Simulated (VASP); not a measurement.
# MnS (Rambergite) (P6_3mc) in VASP: a series of runs

Aim: see how the results for MnS (Rambergite) move with the level of theory and the settings. Levels: PBE, r2SCAN, PBE+U. Tasks: single point.

All numbers are computed with VASP 6.6.1; they aren't measurements. Logs are shortened: lines on timing, memory, paths and dates and some standing lists are left out, and cuts for length are marked.

## Step 1: The cell of the first run

The structure is hexagonal, space group P6_3mc (No. 186). Conventional cell: a = 3.976 Å, b = 3.976 Å, c = 6.432 Å, α = 90.00°, β = 90.00°, γ = 120.00°. Mn (site symmetry 3m) has 4 S at 2.41 to 2.48 Å within 3.2 Å. S (site symmetry 3m) has 4 Mn at 2.41 to 2.48 Å within 3.2 Å.

## Step 2: Single point, PBE

The input, INCAR:

```
SYSTEM = MnS
  PREC = Accurate
  ENCUT = 520
  EDIFF = 1E-6
  ISMEAR = -1
  SIGMA = 0.05
  LREAL = .False.
  LASPH = .True.
  NELM = 100
  ALGO = Normal
  ISIF = 2
  LWAVE = .False.
  LCHARG = .False.
  GGA = PE
  NBANDS = 27
```

The input, KPOINTS:

```
regular mesh
0
Gamma
  8 8 5
  0 0 0
```

The input, POSCAR:

```
MnS
1.0
    3.9760000000      0.0000000000      0.0000000000
   -1.9880000000      3.4433170100      0.0000000000
    0.0000000000      0.0000000000      6.4320000000
Mn S
2 2
Direct
    0.3333333300      0.6666666700      0.0000000000
    0.6666666700      0.3333333300      0.5000000000
    0.3333333300      0.6666666700      0.3850000000
    0.6666666700      0.3333333300      0.8850000000
```

Potentials or basis: VASP PAW PBE potentials, release 64 (Mn_pv, S).

The run is started by

```bash
> cat potpaw_PBE.64/Mn_pv/POTCAR potpaw_PBE.64/S/POTCAR > POTCAR
> mpirun -np 1 vasp_std > vasp.out
```

OUTCAR:

```text
SYSTEM = MnS
   PREC = Accurate
   ENCUT = 520
   EDIFF = 1E-6
   ISMEAR = -1
   LREAL = .False.
   LASPH = .True.
   NELM = 100
   ISIF = 2
   GGA = PE

 ion  position               nearest neighbor table
   1  0.333  0.667  0.000-   4 2.41   4 2.41   4 2.41   3 2.48
   2  0.667  0.333  0.500-   3 2.41   3 2.41   3 2.41   4 2.48
   3  0.333  0.667  0.385-   2 2.41   2 2.41   2 2.41   1 2.48
   4  0.667  0.333  0.885-   1 2.41   1 2.41   1 2.41   2 2.48

  LATTYP: Found a hexagonal cell.
 ALAT       =     3.9760000000
 C/A-ratio  =     1.6177062374

  Lattice vectors:

 A1 = (   3.9760000000,   0.0000000000,   0.0000000000)
 A2 = (  -1.9880000000,   3.4433170100,   0.0000000000)
 A3 = (   0.0000000000,   0.0000000000,   6.4320000000)

Analysis of symmetry for initial positions (statically):
=====================================================================
 Subroutine PRICEL returns:
 Original cell was already a primitive cell.

 Routine SETGRP: Setting up the symmetry group for a
 hexagonal supercell.

 Subroutine GETGRP returns: Found 12 space group operations
 (whereof  6 operations were pure point group operations)
 out of a pool of 24 trial point group operations.

The static configuration has the point symmetry C_3v.
 The point group associated with its full space group is C_6v.

Analysis of symmetry for dynamics (positions and initial velocities):
=====================================================================
 Subroutine PRICEL returns:
 Original cell was already a primitive cell.

 Routine SETGRP: Setting up the symmetry group for a
 hexagonal supercell.

 Subroutine GETGRP returns: Found 12 space group operations
 (whereof  6 operations were pure point group operations)
 out of a pool of 24 trial point group operations.

The dynamic configuration has the point symmetry C_3v.
 The point group associated with its full space group is C_6v.

 Subroutine INISYM returns: Found 12 space group operations
 (whereof  6 operations are pure point group operations),
 and found     1 'primitive' translations

----------------------------------------------------------------------------------------

                                     Primitive cell

  volume of cell :      88.0581

[... 83 lines left out ...]
   PREC   = accura    normal or accurate (medium, high low for compatibility)
   ISTART =      0    job   : 0-new  1-cont  2-samecut
   ICHARG =      2    charge: 1-file 2-atom 10-const
   ISPIN  =      1    spin polarized calculation?
   LNONCOLLINEAR =      F non collinear calculations
   LSORBIT =      F    spin-orbit coupling
   LASPH  =      T    aspherical Exc in radial PAW
   ENCUT  =  520.0 eV  38.22 Ry    6.18 a.u.   7.39  7.39 11.96*2*pi/ulx,y,z
   NELM   =    100;   NELMIN=  2; NELMDL= -5     # of ELM steps
   EDIFF  = 0.1E-05   stopping-criterion for ELM
   LREAL  =      F    real-space projection
   EDIFFG = 0.1E-04   stopping-criterion for IOM
   NSW    =      0    number of steps for IOM
   IBRION =     -1    ionic relax: 0-MD 1-quasi-New 2-CG
   NFREE  =      0    steps in history (QN), initial steepest desc. (CG)
   ISIF   =      2    stress and relaxation
   ISYM   =      2    0-nonsym 1-usesym 2-fastsym
   POTIM  = 0.5000    time-step for ionic-motion
   TEBEG  =    0.0;   TEEND  =   0.0 temperature during run
   PSTRESS=    0.0 pullay stress
   NELECT =      38.0000    total number of electrons
   NUPDOWN=      -1.0000    fix difference up-down
   EMIN   =  10.00;   EMAX   =-10.00  energy-range for DOS
   EFERMI =   0.00;   METHOD = LEGACY
   ISMEAR =    -1;   SIGMA  =   0.05  broadening in eV -4-tet -1-fermi 0-gaus
   EFERMI_NEDOS =   21; number of points for ismear=-14 and -15
   IALGO  =     38    algorithm
   IMIX   =      4    mixing-type and parameters
     AMIX     =   0.40;   BMIX     =  1.00
     AMIX_MAG =   1.60;   BMIX_MAG =  1.00
  volume/ion in A,a.u.               =      22.01       148.56
  Fermi-wavevector in a.u.,A,eV,Ry     =   1.237123  2.337824 20.823354  1.530473
  Thomas-Fermi vector in A             =   2.371703
   LORBIT       =      0    0 simple, 1 ext, 2 COOP (PROOUT), +10 PAW based schemes
   GGA     = PE    functional components
   LHFCALC =     F    Hartree Fock is set to
   AEXX    =    0.0000 exact exchange contribution
   IVDW    =     0    specifies the selected vdW correction
   LEPSILON=     F    determine dielectric tensor
   LRPA    =     F    only Hartree local field effects (RPA)
 non-spin polarized calculation
  energy-cutoff  :      520.00
  volume of cell :       88.06
 maximum number of plane-waves:      2406
 NGX is ok and might be reduce to    30
   NGX = 15   NGY = 15   NGZ = 23

 number of electron      37.9999993 magnetization

 Free energy of the ion-electron system (eV)
  ---------------------------------------------------
  ext. energy  EPLUGINS =         0.00000000
  ---------------------------------------------------
  free energy    TOTEN  =       -24.80753104 eV

  energy without entropy =      -24.74194381  energy(sigma->0) =      -24.77473743

 E-fermi :   3.8341     XC(G=0):  -9.3942

 val. band max:        3.8324830256   @ k =   0.3750   0.2500   0.0000
 cond. band min:       3.8460562830   @ k =   0.1250   0.1250   0.2000
 fundamental gap:      0.0135732574
 Fermi energy:         3.8340586093

 k-point     1 :       0.0000    0.0000    0.0000
  band No.  band energies     occupation
      1     -43.9086      2.00000
      2     -43.9047      2.00000
      3     -43.8818      2.00000
      4     -43.8818      2.00000
      5     -43.8812      2.00000
      6     -43.8812      2.00000
[... 709 lines left out ...]
     26       8.4278      0.00000
     27       9.9201      0.00000

 [... further k-points ...]
[... 5 lines left out ...]
  --------------------------------------------------------------------------------------
  -------------------------------------------------------------------------------------
  Total      -11.3101568    -11.3101568    -10.5761820      0.0000000      0.0000000      0.0000000
  in kB     -205.7831394   -205.7831400   -192.4288024      0.0000000      0.0000000      0.0000000
  external PRESSURE =    -201.3316939 kB  Pullay stress =       0.0000000 kB

 VOLUME and BASIS-vectors are now :
 -----------------------------------------------------------------------------
  energy-cutoff  :      520.00
  volume of cell :       88.06
      direct lattice vectors                 reciprocal lattice vectors
     3.976000000  0.000000000  0.000000000     0.251509054  0.145208820  0.000000000
    -1.988000000  3.443317010  0.000000000     0.000000000  0.290417640  0.000000000
     0.000000000  0.000000000  6.432000000     0.000000000  0.000000000  0.155472637

 POSITION                                       TOTAL-FORCE (eV/Angst)
 -----------------------------------------------------------------------------------
     -0.00000      2.29554      0.00000        -0.000000      0.000000      0.190119
      1.98800      1.14777      3.21600        -0.000000     -0.000000      0.190119
     -0.00000      2.29554      2.47632         0.000000     -0.000000     -0.190119
      1.98800      1.14777      5.69232        -0.000000      0.000000     -0.190119
 -----------------------------------------------------------------------------------
    total drift:                               -0.000020      0.000011      0.000073

  FREE ENERGIE OF THE ION-ELECTRON SYSTEM (eV)
  ---------------------------------------------------
  free  energy   TOTEN  =       -24.8075310441 eV

  energy  without entropy=      -24.7419438097  energy(sigma->0) =      -24.77473743
```

Wall time 1.7 min (1 thread of Oxide Virtual Turin-like, shared host); peak memory 0.19 GiB.

Results:

| Property | Result |
| --- | --- |
| Free energy | -24.8075 eV |
| Pressure | -20.1 GPa |
| Largest force | 0.190 eV/Å |
| Band gap on the k mesh | zero (band 19 reaches 4.30 eV, above the bottom of band 20 at 3.63 eV) |

Forces on the atoms (eV/Å):
```
Mn   0.000  0.000  0.190
Mn   0.000  0.000  0.190
S    0.000  0.000 -0.190
S    0.000  0.000 -0.190
```

Stress tensor (GPa, compression positive):
```
-20.58   0.00   0.00
  0.00 -20.58   0.00
  0.00   0.00 -19.24
```

Levels at points of the mesh, in eV from the Fermi level:
```csv
k point,band 15,band 16,band 17,band 18,band 19,band 20,band 21,band 22,band 23,band 24
"(0.00, 0.00, 0.00)",-0.58,-0.58,-0.23,-0.23,-0.12,1.23,1.23,1.65,2.03,2.05
"(0.50, 0.00, 0.00)",-0.80,-0.62,-0.34,-0.28,-0.20,-0.10,0.14,0.25,0.99,0.99
```

Caveat: the run has no spin polarisation, though such a crystal can be magnetic; semilocal functionals often make such compounds metallic where correlation or magnetic order opens a gap, which also shifts bond lengths.

## Step 3: Single point, r2SCAN

POSCAR is that of step 2.

The input, INCAR.step1:

```
SYSTEM = MnS
PREC     = Accurate       ! precision mode
ENCUT    = 520            ! plane-wave cutoff, eV
ISMEAR   = -1             ! smearing method
SIGMA    = 0.05           ! smearing width, eV
LREAL    = .False.        ! projectors in reciprocal space
LASPH    = .True.         ! aspherical terms in the spheres
NELM     = 100            ! most SCF steps
NBANDS   = 27             ! bands
GGA      = PE             ! functional
ALGO     = Normal         ! electronic algorithm
EDIFF    = 1E-4           ! SCF threshold, eV
LWAVE    = .True.         ! write WAVECAR
LCHARG   = .False.        ! write CHGCAR
```

The input, INCAR.step2:

```
SYSTEM = MnS
PREC     = Accurate       ! precision mode
ENCUT    = 520            ! plane-wave cutoff, eV
EDIFF    = 1E-7           ! SCF threshold, eV
ISMEAR   = -1             ! smearing method
SIGMA    = 0.05           ! smearing width, eV
LREAL    = .False.        ! projectors in reciprocal space
LASPH    = .True.         ! aspherical terms in the spheres
NELM     = 100            ! most SCF steps
ALGO     = Normal         ! electronic algorithm
ISIF     = 2              ! what is computed and relaxed
LWAVE    = .False.        ! write WAVECAR
LCHARG   = .True.         ! write CHGCAR
METAGGA  = R2SCAN         ! meta-GGA
LMIXTAU  = .True.       
LELF     = .True.         ! ELF
LVHAR    = .True.       
NBANDS   = 27             ! bands
ISTART   = 1
```

The input, KPOINTS:

```
Automatic mesh
0
Gamma
  8 8 5
  0 0 0
```

Potentials or basis: VASP PAW PBE potentials, release 64 (Mn_pv, S).

The run is started by

```bash
> cat potpaw_PBE.64/Mn_pv/POTCAR potpaw_PBE.64/S/POTCAR > POTCAR
> cp INCAR.step1 INCAR
> mpirun -np 1 vasp_std > vasp.out
> cp INCAR.step2 INCAR
> mpirun -np 1 vasp_std > vasp.out
```

Run time: 5.6 min. Hardware: 1 thread of Oxide Virtual Turin-like, shared host; peak memory 0.21 GiB.

It converged, with:

```
Free energy            : -43.6313 eV
Pressure               : -20.7 GPa
Largest force          : 0.081 eV/Å
Band gap on the k mesh : zero (band 19 reaches 4.63 eV, above the bottom of band 20 at 3.60 eV)
```

Forces on the atoms (eV/Å):
```
Mn   0.000  0.000 -0.081
Mn   0.000  0.000 -0.081
S    0.000  0.000  0.081
S    0.000  0.000  0.081
```

Stress tensor (GPa, compression positive):
```
-21.30   0.00   0.00
  0.00 -21.30   0.00
  0.00   0.00 -19.63
```

Levels at points of the mesh, in eV from the Fermi level:
```csv
k point,band 15,band 16,band 17,band 18,band 19,band 20,band 21,band 22,band 23,band 24
"(0.00, 0.00, 0.00)",-0.91,-0.91,-0.54,-0.54,0.22,1.33,1.33,1.95,2.20,2.20
"(0.50, 0.00, 0.00)",-0.80,-0.71,-0.59,-0.43,-0.20,-0.14,0.25,0.39,1.06,1.08
```

Caveat: the PAW data sets were made with another functional, which shifts forces and pressure a little; the run has no spin polarisation, though such a crystal can be magnetic; semilocal functionals often make such compounds metallic where correlation or magnetic order opens a gap, which also shifts bond lengths.

## Step 4: Single point, PBE+U

The input, INCAR:

```
PREC = Accurate
ENCUT = 520
EDIFF = 1E-6
ISMEAR = -1
SIGMA = 0.05
LREAL = F
LASPH = T
NELM = 150
ALGO = Normal
ISIF = 2
LWAVE = F
LCHARG = F
LMAXMIX = 4
LDAU = T
LDAUTYPE = 2
LDAUL = 2 -1
LDAUU = 4 0
LDAUJ = 0 0
LDAUPRINT = 1
GGA = PE
NBANDS = 27
```

The input, KPOINTS:

```
Automatic mesh
0
Gamma
  8 8 5
```

POSCAR is that of step 3.

Potentials or basis: VASP PAW PBE potentials, release 64 (Mn_pv, S).

The run is started by

```bash
> cat potpaw_PBE.64/Mn_pv/POTCAR potpaw_PBE.64/S/POTCAR > POTCAR
> mpirun -np 1 vasp_std > vasp.out
```

OUTCAR:

```text
PREC = Accurate
   ENCUT = 520
   EDIFF = 1E-6
   ISMEAR = -1
   LREAL = F
   LASPH = T
   NELM = 150
   ISIF = 2
   GGA = PE

 ion  position               nearest neighbor table
   1  0.333  0.667  0.000-   4 2.41   4 2.41   4 2.41   3 2.48
   2  0.667  0.333  0.500-   3 2.41   3 2.41   3 2.41   4 2.48
   3  0.333  0.667  0.385-   2 2.41   2 2.41   2 2.41   1 2.48
   4  0.667  0.333  0.885-   1 2.41   1 2.41   1 2.41   2 2.48

  LATTYP: Found a hexagonal cell.
 ALAT       =     3.9760000000
[... 982 lines left out ...]
     26       8.5801      0.00000
     27       9.9139      0.00000

 [... further k-points ...]
[... 5 lines left out ...]
  --------------------------------------------------------------------------------------
  -------------------------------------------------------------------------------------
  Total       -7.7776202     -7.7776202     -5.8284990      0.0000000     -0.0000000      0.0000000
  in kB     -141.5102487   -141.5102491   -106.0468789      0.0000000     -0.0000000      0.0000000
  external PRESSURE =    -129.6891255 kB  Pullay stress =       0.0000000 kB

 VOLUME and BASIS-vectors are now :
 -----------------------------------------------------------------------------
  energy-cutoff  :      520.00
  volume of cell :       88.06
      direct lattice vectors                 reciprocal lattice vectors
     3.976000000  0.000000000  0.000000000     0.251509054  0.145208820  0.000000000
    -1.988000000  3.443317010  0.000000000     0.000000000  0.290417640  0.000000000
     0.000000000  0.000000000  6.432000000     0.000000000  0.000000000  0.155472637

 POSITION                                       TOTAL-FORCE (eV/Angst)
 -----------------------------------------------------------------------------------
     -0.00000      2.29554      0.00000         0.000000     -0.000000     -0.201453
      1.98800      1.14777      3.21600        -0.000000      0.000000     -0.201453
     -0.00000      2.29554      2.47632         0.000000     -0.000000      0.201453
      1.98800      1.14777      5.69232        -0.000000      0.000000      0.201453
 -----------------------------------------------------------------------------------
    total drift:                               -0.000020      0.000011      0.000482

  FREE ENERGIE OF THE ION-ELECTRON SYSTEM (eV)
  ---------------------------------------------------
  free  energy   TOTEN  =       -17.5350256209 eV

  energy  without entropy=      -17.5144600568  energy(sigma->0) =      -17.52474284
```

OSZICAR:

```text
N       E                     dE             d eps       ncg     rms          rms(c)
DAV:   1     0.367188268734E+03    0.36719E+03   -0.21236E+04  1748   0.145E+03
DAV:   2     0.114440916336E+02   -0.35574E+03   -0.34395E+03  1640   0.393E+02
[... 11 lines left out ...]
DAV:  14    -0.175342221936E+02   -0.24406E-02   -0.68182E-03  2250   0.381E-01    0.115E-01
DAV:  15    -0.175340558439E+02    0.16635E-03   -0.69943E-03  2002   0.450E-01    0.172E-01
DAV:  16    -0.175349466623E+02   -0.89082E-03   -0.16209E-03  1693   0.353E-01    0.344E-02
DAV:  17    -0.175350176173E+02   -0.70955E-04   -0.30857E-04  1923   0.107E-01    0.203E-02
DAV:  18    -0.175350246708E+02   -0.70535E-05   -0.13907E-05  1500   0.320E-02    0.855E-03
DAV:  19    -0.175350256209E+02   -0.95010E-06   -0.33173E-06   989   0.107E-02
   1 F= -.17535026E+02 E0= -.17524743E+02  d E =-.205656E-01
```

It took 93 s on 1 thread of Oxide Virtual Turin-like, shared host; peak memory 0.19 GiB.

Results:

```yaml
Free_energy: -17.5350 eV
Pressure: -13.0 GPa
Largest_force: 0.201 eV/Å
Band_gap_on_the_k_mesh: zero (band 19 reaches 5.51 eV, above the bottom of band 20 at 3.80 eV)
```

Forces in eV/Å, atoms in the order of the input:
```
Mn   0.000  0.000 -0.201
Mn   0.000  0.000 -0.201
S    0.000  0.000  0.201
S    0.000  0.000  0.201
```

Eigenvalues of the final occupation matrices:
```csv
site,spin,trace,eigenvalues
site 1 d,1,2.54,0.12 0.32 0.32 0.89 0.89
site 1 d,2,2.54,0.12 0.32 0.32 0.89 0.89
site 2 d,1,2.54,0.12 0.32 0.32 0.89 0.89
site 2 d,2,2.54,0.12 0.32 0.32 0.89 0.89
```

Caveat: the run has no spin polarisation, though such a crystal can be magnetic; U without spin polarisation on a metal has little footing. Spin polarisation is off, so any magnetic state and its effect on volume and gap are missing.

## Step 5: Single point, PBE, collinear spin, ferromagnetic start

The input, INCAR:

```
SYSTEM = MnS
PREC = Accurate
ENCUT = 520
EDIFF = 1E-6
ISMEAR = -1
SIGMA = 0.05
LREAL = .FALSE.
LASPH = .TRUE.
NELM = 150
ALGO = Normal
ISIF = 2
LWAVE = .FALSE.
LCHARG = .FALSE.
ISPIN = 2
MAGMOM = 4.5 4.5 0 0
LORBIT = 11
LMAXMIX = 4
GGA = PE
NBANDS = 31
```

The input, KPOINTS:

```
Automatic mesh
0
G
  8 8 5
  0 0 0
```

POSCAR is that of step 4.

The run is started by

```bash
> cat potpaw_PBE.64/Mn_pv/POTCAR potpaw_PBE.64/S/POTCAR > POTCAR
> mpirun -np 1 vasp_std > vasp.out
```

Run time: 3.2 min. Hardware: 1 thread of Oxide Virtual Turin-like, shared host; peak memory 0.26 GiB.

Results (log left out):

| Quantity | Value |
| --- | --- |
| Free energy | -28.1834 eV |
| Pressure | 1.3 GPa |
| Largest force | 0.187 eV/Å |
| Net moment | 9.92 μB per cell |
| Site moments | Mn +4.35; S +0.10 μB |
| Valence electrons inside the program's atomic spheres | Mn 11.37; S 3.77 |

Forces in eV/Å, atoms in the order of the input:
```
Mn   0.000  0.000  0.187
Mn   0.000  0.000  0.187
S    0.000  0.000 -0.187
S    0.000  0.000 -0.187
```

Stress tensor (GPa, compression positive):
```
1.88 0.00 0.00
0.00 1.88 0.00
0.00 0.00 0.06
```

Levels at points of the mesh, in eV from the Fermi level:
Spin up:
```
           k point  band 21  band 22  band 23  band 24  band 25  band 26  band 27  band 28
(0.00, 0.00, 0.00)    -0.73    -0.05     0.19     0.19     1.00     2.58     5.68     5.68
(0.50, 0.00, 0.00)    -2.48    -2.22    -1.24    -0.94     3.42     3.57     4.26     6.26
```
Spin down:
```csv
k point,band 11,band 12,band 13,band 14,band 15,band 16,band 17,band 18
"(0.00, 0.00, 0.00)",-3.41,-3.37,-3.37,-3.16,0.55,0.55,0.99,1.03
"(0.50, 0.00, 0.00)",-3.99,-3.46,-3.36,-3.25,0.06,0.41,0.66,0.86
```

Caveat: semilocal functionals often make such compounds metallic where correlation or magnetic order opens a gap, which also shifts bond lengths; only a ferromagnetic start was run, and an antiferromagnetic order may lie lower in energy.

## Step 6: The runs side by side

```csv
level,spin,U,gap on the mesh (eV),pressure (GPa),largest force (eV/Å)
PBE,off,-,none,-20.1,0.19
r2SCAN,off,-,none,-20.7,0.08
PBE+U,off,Mn d U = 4.0 eV,none,-13.0,0.20
PBE,"collinear, ferromagnetic start",-,none,1.3,0.19
```

Alike in all rows: task single point; potentials or basis VASP PAW PBE potentials, release 64 (Mn_pv, S); cell as given; k mesh 8 × 8 × 5; cutoff (eV) 520; smearing fermi-dirac 0.05 eV.

Every run on the cell as given and a fine mesh finds a metal. The pressure there spans -20.7 GPa (r2SCAN) to 1.3 GPa (PBE); a positive pressure means that this level wants a larger cell, a negative one a smaller.

Caveats: semilocal functionals often make such compounds metallic where correlation or magnetic order opens a gap, which also shifts bond lengths (some runs); the PAW data sets were made with another functional, which shifts forces and pressure a little (some runs); U without spin polarisation on a metal has little footing (some runs).

Absolute energies hang on the potentials; compare differences alone.
